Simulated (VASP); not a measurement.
# AlAs (F-43m) in VASP: notebook

The runs below take AlAs through single point, with PBE-based screened hybrid with 10 % exact exchange, PBE-based screened hybrid with 25 % exact exchange, PBE-based screened hybrid with 40 % exact exchange.

Program: VASP 6.6.1. These are calculated values, not measurements. Logs are shortened: lines on timing, memory, paths and dates and some standing lists are left out, and cuts for length are marked.

### 1 The cell of the first run

Symmetry: F-43m, No. 216, cubic system. The conventional cell has a = 5.661 Å, b = 5.661 Å, c = 5.661 Å, α = 90.00°, β = 90.00°, γ = 90.00°. Al (site symmetry -43m) has 4 As at 2.45 Å within 3.2 Å. As (site symmetry -43m) has 4 Al at 2.45 Å within 3.2 Å.

### 2 Single point, PBE-based screened hybrid with 10 % exact exchange

The input, POSCAR:

```
AlAs
1.0
    0.0000000000      2.8304000000      2.8304000000
    2.8304000000      0.0000000000      2.8304000000
    2.8304000000      2.8304000000      0.0000000000
Al As
1 1
Direct
    0.0000000000      0.0000000000      0.0000000000
    0.2500000000      0.2500000000      0.2500000000
```

The input, INCAR.step1:

```
SYSTEM = AlAs
ALGO = Normal ; EDIFF = 1E-5
ENCUT = 400 ; GGA = PE
GGA_COMPAT = .FALSE. ; ISIF = 2
ISMEAR = 0 ; LASPH = .TRUE.
LCHARG = .FALSE. ; LREAL = .FALSE.
LWAVE = .TRUE. ; NBANDS = 11
NELM = 120 ; PREC = Accurate
SIGMA = 0.01
```

The input, INCAR.step2:

```
SYSTEM = AlAs
AEXX = 0.1 ; ALGO = Normal
EDIFF = 1E-6 ; ENCUT = 400
GGA = PE ; GGA_COMPAT = .FALSE.
HFSCREEN = 0.20786987370883472 ; ISIF = 2
ISMEAR = 0 ; ISTART = 1
LASPH = .TRUE. ; LCHARG = .FALSE.
LHFCALC = .TRUE. ; LREAL = .FALSE.
LWAVE = .FALSE. ; NBANDS = 11
NELM = 120 ; PREC = Accurate
PRECFOCK = Normal ; SIGMA = 0.01
```

The input, KPOINTS:

```
k-points
0
G
  3 3 3
  0 0 0
```

Potentials or basis: VASP PAW PBE potentials, release 64 (Al, As).

Started as:

```console
> cat potpaw_PBE.64/Al/POTCAR potpaw_PBE.64/As/POTCAR > POTCAR
> cp INCAR.step1 INCAR
> mpirun -np 1 vasp_std > vasp.out
> cp INCAR.step2 INCAR
> mpirun -np 1 vasp_std > vasp.out
```

OUTCAR:

```text
SYSTEM = AlAs
   AEXX = 0.1
   EDIFF = 1E-6
   ENCUT = 400
   GGA = PE
   HFSCREEN = 0.20786987370883472
   ISIF = 2
   ISMEAR = 0
   ISTART = 1
   LASPH = .TRUE.
   LHFCALC = .TRUE.
   LREAL = .FALSE.
   NELM = 120
   PREC = Accurate
   PRECFOCK = Normal

 ion  position               nearest neighbor table
   1  0.000  0.000  0.000-   2 2.45   2 2.45   2 2.45   2 2.45
   2  0.250  0.250  0.250-   1 2.45   1 2.45   1 2.45   1 2.45

  LATTYP: Found a face centered cubic cell.
 ALAT       =     5.6608000000

  Lattice vectors:

 A1 = (   0.0000000000,   2.8304000000,   2.8304000000)
 A2 = (   2.8304000000,   0.0000000000,   2.8304000000)
 A3 = (   2.8304000000,   2.8304000000,   0.0000000000)

Analysis of symmetry for initial positions (statically):
=====================================================================
 Subroutine PRICEL returns:
 Original cell was already a primitive cell.

 Routine SETGRP: Setting up the symmetry group for a
 face centered cubic supercell.

 Subroutine GETGRP returns: Found 24 space group operations
 (whereof 24 operations were pure point group operations)
 out of a pool of 48 trial point group operations.

The static configuration has the point symmetry T_d .

Analysis of symmetry for dynamics (positions and initial velocities):
=====================================================================
 Subroutine PRICEL returns:
 Original cell was already a primitive cell.

 Routine SETGRP: Setting up the symmetry group for a
 face centered cubic supercell.

 Subroutine GETGRP returns: Found 24 space group operations
 (whereof 24 operations were pure point group operations)
 out of a pool of 48 trial point group operations.

The dynamic configuration has the point symmetry T_d .

 Subroutine INISYM returns: Found 24 space group operations
 (whereof 24 operations are pure point group operations),
 and found     1 'primitive' translations

----------------------------------------------------------------------------------------

                                     Primitive cell

  volume of cell :      45.3496

  direct lattice vectors                    reciprocal lattice vectors
     0.000000000  2.830400000  2.830400000    -0.176653477  0.176653477  0.176653477
     2.830400000  0.000000000  2.830400000     0.176653477 -0.176653477  0.176653477
     2.830400000  2.830400000  0.000000000     0.176653477  0.176653477 -0.176653477

  length of vectors
     4.002790067  4.002790067  4.002790067     0.305972797  0.305972797  0.305972797

  position of ions in fractional coordinates (direct lattice)
     0.000000000  0.000000000  0.000000000
     0.250000000  0.250000000  0.250000000

  ion indices of the primitive-cell ions
   primitive index   ion index
                 1           1
                 2           2

----------------------------------------------------------------------------------------

 KPOINTS: k-points

Automatic generation of k-mesh.
 Grid dimensions read from file:
 generate k-points for:    3    3    3

 Generating k-lattice:

  Cartesian coordinates                     Fractional coordinates (reciprocal lattice)
    -0.058884492  0.058884492  0.058884492     0.333333333  0.000000000  0.000000000
     0.058884492 -0.058884492  0.058884492     0.000000000  0.333333333  0.000000000
     0.058884492  0.058884492 -0.058884492     0.000000000  0.000000000  0.333333333

  Length of vectors
     0.101990932  0.101990932  0.101990932

  Shift w.r.t. Gamma in fractional coordinates (k-lattice)
     0.000000000  0.000000000  0.000000000

 Subroutine IBZKPT returns following result:
 ===========================================

 Found      4 irreducible k-points:

 Following reciprocal coordinates:
            Coordinates               Weight
  0.000000  0.000000  0.000000      1.000000
  0.333333  0.000000  0.000000      8.000000
  0.333333  0.333333  0.000000      6.000000
 -0.333333  0.333333  0.000000     12.000000
   k-points           NKPTS =      4   k-points in BZ     NKDIM =     27   number of bands    NBANDS=     11
   number of dos      NEDOS =    301   number of ions     NIONS =      2
   total plane-waves  NPLWV =  21952
   dimension x,y,z NGX =    28 NGY =   28 NGZ =   28
   dimension x,y,z NGXF=    56 NGYF=   56 NGZF=   56
   ions per type =               1   1
   NGX,Y,Z   is equivalent  to a cutoff of  11.63, 11.63, 11.63 a.u.
   NGXF,Y,Z  is equivalent  to a cutoff of  23.26, 23.26, 23.26 a.u.
 SYSTEM =  AlAs
   PREC   = accura    normal or accurate (medium, high low for compatibility)
   ISTART =      1    job   : 0-new  1-cont  2-samecut
   ICHARG =      0    charge: 1-file 2-atom 10-const
   ISPIN  =      1    spin polarized calculation?
   LNONCOLLINEAR =      F non collinear calculations
   LSORBIT =      F    spin-orbit coupling
   LASPH  =      T    aspherical Exc in radial PAW
   ENCUT  =  400.0 eV  29.40 Ry    5.42 a.u.   6.53  6.53  6.53*2*pi/ulx,y,z
   NELM   =    120;   NELMIN=  2; NELMDL=  0     # of ELM steps
   EDIFF  = 0.1E-05   stopping-criterion for ELM
   LREAL  =      F    real-space projection
   EDIFFG = 0.1E-04   stopping-criterion for IOM
   NSW    =      0    number of steps for IOM
   IBRION =     -1    ionic relax: 0-MD 1-quasi-New 2-CG
   NFREE  =      0    steps in history (QN), initial steepest desc. (CG)
   ISIF   =      2    stress and relaxation
   ISYM   =      3    0-nonsym 1-usesym 2-fastsym
   POTIM  = 0.5000    time-step for ionic-motion
   TEBEG  =    0.0;   TEEND  =   0.0 temperature during run
   PSTRESS=    0.0 pullay stress
   NELECT =       8.0000    total number of electrons
   NUPDOWN=      -1.0000    fix difference up-down
   EMIN   =  10.00;   EMAX   =-10.00  energy-range for DOS
   EFERMI =   0.00;   METHOD = LEGACY
   ISMEAR =     0;   SIGMA  =   0.01  broadening in eV -4-tet -1-fermi 0-gaus
   EFERMI_NEDOS =   21; number of points for ismear=-14 and -15
   IALGO  =     38    algorithm
   IMIX   =      1    mixing-type and parameters
     AMIX     =   0.40;   BMIX     =  1.00
     AMIX_MAG =   1.60;   BMIX_MAG =  1.00
  volume/ion in A,a.u.               =      22.67       153.02
  Fermi-wavevector in a.u.,A,eV,Ry     =   0.918150  1.735052 11.469706  0.843000
  Thomas-Fermi vector in A             =   2.043199
   LORBIT       =      0    0 simple, 1 ext, 2 COOP (PROOUT), +10 PAW based schemes
   GGA     = PE    functional components
   LHFCALC =     T    Hartree Fock is set to
   PRECFOCK=normal    Normal, Fast or Accurate (Low or Medium for compatibility)
   ENCUT4O =  -1.0   cutoff for four orbital integrals eV
   NKREDX  =     1    reduce k-point grid by
   NKREDY  =     1    reduce k-point grid by
   NKREDZ  =     1    reduce k-point grid by
   AEXX    =    0.1000 exact exchange contribution
   HFSCREEN=    0.2079 screening length (either q_TF or 0.3 A-1)
   HFSCREENC=   0.2079 screening length for correlation (either q_TF or 0.3 A-1)
   ENCUTFOCK=  -1.0 apply spherical cutoff to Coloumb kernel
   IVDW    =     0    specifies the selected vdW correction
   LEPSILON=     F    determine dielectric tensor
   LRPA    =     F    only Hartree local field effects (RPA)
 non-spin polarized calculation
 Gauss-broadening in eV      SIGMA  =   0.01
  energy-cutoff  :      400.00
  volume of cell :       45.35
 maximum number of plane-waves:       869
 NGX is ok and might be reduce to    28
  NGX = 20; NGY = 20; NGZ = 20

 number of electron       7.9999999 magnetization

 Free energy of the ion-electron system (eV)
  ---------------------------------------------------
  ext. energy  EPLUGINS =         0.00000000
  ---------------------------------------------------
  free energy    TOTEN  =        -9.57982938 eV

  energy without entropy =       -9.57982938  energy(sigma->0) =       -9.57982938

 E-fermi :   3.8550     XC(G=0):  -8.3925

 val. band max:        3.7909748911   @ k =   0.0000   0.0000   0.0000
 cond. band min:       6.0293434952   @ k =   0.3333   0.3333   0.0000
 fundamental gap:      2.2383686041
 Fermi energy:         3.8550217251

 k-point     1 :       0.0000    0.0000    0.0000
  band No.  band energies     occupation
      1      -8.5358      2.00000
      2       3.7910      2.00000
      3       3.7910      2.00000
      4       3.7910      2.00000
      5       6.2305      0.00000
      6       8.3761      0.00000
      7       8.3761      0.00000
      8       8.3761      0.00000
      9      13.0609      0.00000
     10      13.1884      0.00000
     11      13.1884      0.00000

 k-point     2 :       0.3333    0.0000    0.0000
  band No.  band energies     occupation
      1      -7.5330      2.00000
      2      -0.8699      2.00000
      3       3.0991      2.00000
      4       3.0991      2.00000
      5       6.4743      0.00000
      6       8.9642      0.00000
      7       8.9642      0.00000
      8      11.7045      0.00000
      9      13.2257      0.00000
     10      13.2257      0.00000
     11      13.5716      0.00000

 k-point     3 :       0.3333    0.3333    0.0000
  band No.  band energies     occupation
      1      -7.1721      2.00000
      2      -0.6511      2.00000
      3       1.9213      2.00000
      4       1.9213      2.00000
      5       6.0293      0.00000
      6       7.0758      0.00000
      7      12.3862      0.00000
      8      12.3862      0.00000
      9      13.3020      0.00000
     10      15.1737      0.00000
     11      17.9513      0.00000

 k-point     4 :      -0.3333    0.3333    0.0000
  band No.  band energies     occupation
      1      -6.5848      2.00000
      2      -1.4806      2.00000
      3       0.1427      2.00000
      4       2.1902      2.00000
      5       6.6562      0.00000
      6      10.5017      0.00000
      7      11.4917      0.00000
      8      11.8277      0.00000
      9      12.1447      0.00000
     10      13.0731      0.00000
     11      18.5826      0.00000

------------------------ aborting loop because EDIFF is reached ----------------------------------------

  FORCE on cell =-STRESS in cart. coord.  units (eV):
  Direction    XX          YY          ZZ          XY          YZ          ZX
  --------------------------------------------------------------------------------------
  -------------------------------------------------------------------------------------
  Total        0.8526014      0.8526014      0.8526014      0.0000000      0.0000000      0.0000000
  in kB       30.1219577     30.1219577     30.1219577      0.0000000      0.0000000      0.0000000
  external PRESSURE =      30.1219577 kB  Pullay stress =       0.0000000 kB

 VOLUME and BASIS-vectors are now :
 -----------------------------------------------------------------------------
  energy-cutoff  :      400.00
  volume of cell :       45.35
      direct lattice vectors                 reciprocal lattice vectors
     0.000000000  2.830400000  2.830400000    -0.176653477  0.176653477  0.176653477
     2.830400000  0.000000000  2.830400000     0.176653477 -0.176653477  0.176653477
     2.830400000  2.830400000  0.000000000     0.176653477  0.176653477 -0.176653477

 POSITION                                       TOTAL-FORCE (eV/Angst)
 -----------------------------------------------------------------------------------
      0.00000      0.00000      0.00000        -0.000000     -0.000000     -0.000000
      1.41520      1.41520      1.41520         0.000000      0.000000      0.000000
 -----------------------------------------------------------------------------------
    total drift:                               -0.000000     -0.000000      0.000000

  FREE ENERGIE OF THE ION-ELECTRON SYSTEM (eV)
  ---------------------------------------------------
  free  energy   TOTEN  =        -9.5798293771 eV

  energy  without entropy=       -9.5798293771  energy(sigma->0) =       -9.57982938
```

Run time: 13 s. Hardware: 1 thread of Intel Xeon 6975P-C (Granite Rapids), shared host; peak memory 0.25 GiB.

Results:

```yaml
Free_energy: -9.5798 eV
Pressure: 3.0 GPa
Band_gap_on_the_k_mesh: 2.24 eV (least direct gap 2.44 eV)
```

Levels at points of the mesh, in eV from the valence-band top:
| k point | band 2 | band 3 | band 4 | band 5 | band 6 | band 7 |
| --- | --- | --- | --- | --- | --- | --- |
| (0.00, 0.00, 0.00) | 0.00 | 0.00 | 0.00 | 2.44 | 4.59 | 4.59 |

Caveat: the k points lie up to 0.64 Å⁻¹ apart; the PAW data sets were made with another functional, which shifts forces and pressure a little; an odd mesh through Γ misses points on the zone boundary, where band edges can lie.

### 3 Single point, PBE-based screened hybrid with 25 % exact exchange

POSCAR is that of step 2.

The input, INCAR.step1:

```
PREC = Accurate ; ENCUT = 400
EDIFF = 1E-5 ; ISMEAR = 0
SIGMA = 0.01 ; LREAL = F
LASPH = T ; NELM = 120
ALGO = Normal ; ISIF = 2
LWAVE = T ; NBANDS = 11
GGA = PE ; GGA_COMPAT = F
```

The input, INCAR.step2:

```
PREC = Accurate ; ENCUT = 400
EDIFF = 1E-6 ; ISMEAR = 0
SIGMA = 0.01 ; LREAL = F
LASPH = T ; NELM = 120
ALGO = Normal ; ISIF = 2
LWAVE = F ; LCHARG = T
GGA = PE ; LHFCALC = T
AEXX = 0.25 ; HFSCREEN = 0.20786987370883472
PRECFOCK = Normal ; LELF = T
LVHAR = T ; NBANDS = 11
ISTART = 1 ; GGA_COMPAT = F
```

The input, KPOINTS:

```
regular mesh
0
Gamma
  3 3 3
```

Potentials or basis: VASP PAW PBE potentials, release 64 (Al, As).

Started as:

```console
> cat potpaw_PBE.64/Al/POTCAR potpaw_PBE.64/As/POTCAR > POTCAR
> cp INCAR.step1 INCAR
> mpirun -np 1 vasp_std > vasp.out
> cp INCAR.step2 INCAR
> mpirun -np 1 vasp_std > vasp.out
```

Run time: 16 s. Hardware: 1 thread of Intel Xeon 6975P-C (Granite Rapids), shared host; peak memory 0.25 GiB.

The run converged. Its results:

| Item | Value |
| --- | --- |
| Free energy | -10.5804 eV |
| Pressure | 1.7 GPa |
| Band gap on the k mesh | 2.72 eV (least direct gap 3.05 eV) |

Levels at points of the mesh, in eV from the valence-band top:
```
           k point  band 2  band 3  band 4  band 5  band 6  band 7
(0.00, 0.00, 0.00)    0.00    0.00    0.00    3.05    5.16    5.16
```

Caveat: the k points lie up to 0.64 Å⁻¹ apart; the PAW data sets were made with another functional, which shifts forces and pressure a little; an odd mesh through Γ misses points on the zone boundary, where band edges can lie.

### 4 Single point, PBE-based screened hybrid with 40 % exact exchange

POSCAR is that of step 3.

The input, INCAR.step1:

```
ALGO     = Normal         # electronic algorithm
EDIFF    = 1E-5           # SCF threshold, eV
ENCUT    = 400            # plane-wave cutoff, eV
GGA      = PE             # functional
GGA_COMPAT= F            
ISIF     = 2              # what is computed and relaxed
ISMEAR   = 0              # smearing method
LASPH    = T              # aspherical terms in the spheres
LREAL    = F              # projectors in reciprocal space
LWAVE    = T              # write WAVECAR
NBANDS   = 11             # bands
NELM     = 120            # most SCF steps
PREC     = Accurate       # precision mode
SIGMA    = 0.01           # smearing width, eV
```

The input, INCAR.step2:

```
AEXX     = 0.4            # exact-exchange fraction
ALGO     = Normal         # electronic algorithm
EDIFF    = 1E-6           # SCF threshold, eV
ENCUT    = 400            # plane-wave cutoff, eV
GGA      = PE             # functional
GGA_COMPAT= F            
HFSCREEN = 0.20786987370883472 # screening, 1/A
ISIF     = 2              # what is computed and relaxed
ISMEAR   = 0              # smearing method
ISTART   = 1            
LASPH    = T              # aspherical terms in the spheres
LCHARG   = T              # write CHGCAR
LELF     = T              # ELF
LHFCALC  = T              # exact exchange
LREAL    = F              # projectors in reciprocal space
LVHAR    = T            
LWAVE    = F              # write WAVECAR
NBANDS   = 11             # bands
NELM     = 120            # most SCF steps
PREC     = Accurate       # precision mode
PRECFOCK = Normal       
SIGMA    = 0.01           # smearing width, eV
```

The input, KPOINTS:

```
k-points
0
Gamma
  3 3 3
```

Started as:

```console
> cat potpaw_PBE.64/Al/POTCAR potpaw_PBE.64/As/POTCAR > POTCAR
> cp INCAR.step1 INCAR
> mpirun -np 1 vasp_std > vasp.out
> cp INCAR.step2 INCAR
> mpirun -np 1 vasp_std > vasp.out
```

Run time: 17 s. Hardware: 1 thread of Intel Xeon 6975P-C (Granite Rapids), shared host; peak memory 0.25 GiB.

The run converged. Its results:

```yaml
Free_energy: -11.6400 eV
Pressure: 0.5 GPa
Band_gap_on_the_k_mesh: 3.22 eV (least direct gap 3.66 eV)
```

Levels at points of the mesh, in eV from the valence-band top:
```tsv
k point	band 1	band 2	band 3	band 4	band 5	band 6	band 7	band 8
(0.00, 0.00, 0.00)	-13.69	0.00	0.00	0.00	3.66	5.75	5.75	5.75
```

Caveat: the k points lie up to 0.64 Å⁻¹ apart; the PAW data sets were made with another functional, which shifts forces and pressure a little; an odd mesh through Γ misses points on the zone boundary, where band edges can lie.

### 5 The runs side by side

```tsv
level	share of exact exchange	gap on the mesh (eV)	pressure (GPa)
PBE-based screened hybrid with 10 % exact exchange	0.1	2.24	3.0
PBE-based screened hybrid with 25 % exact exchange	0.25	2.72	1.7
PBE-based screened hybrid with 40 % exact exchange	0.4	3.22	0.5
```

Alike in all rows: task single point; potentials or basis VASP PAW PBE potentials, release 64 (Al, As); no spin polarisation; cell as given; k mesh 3 × 3 × 3; cutoff (eV) 400; smearing gaussian 0.01 eV.

Caveats: all runs use coarse meshes; the PAW data sets were made with another functional, which shifts forces and pressure a little; an odd mesh through Γ misses points on the zone boundary, where band edges can lie.

Total energies depend on the potentials used, so only differences within one code and one set of settings carry meaning.
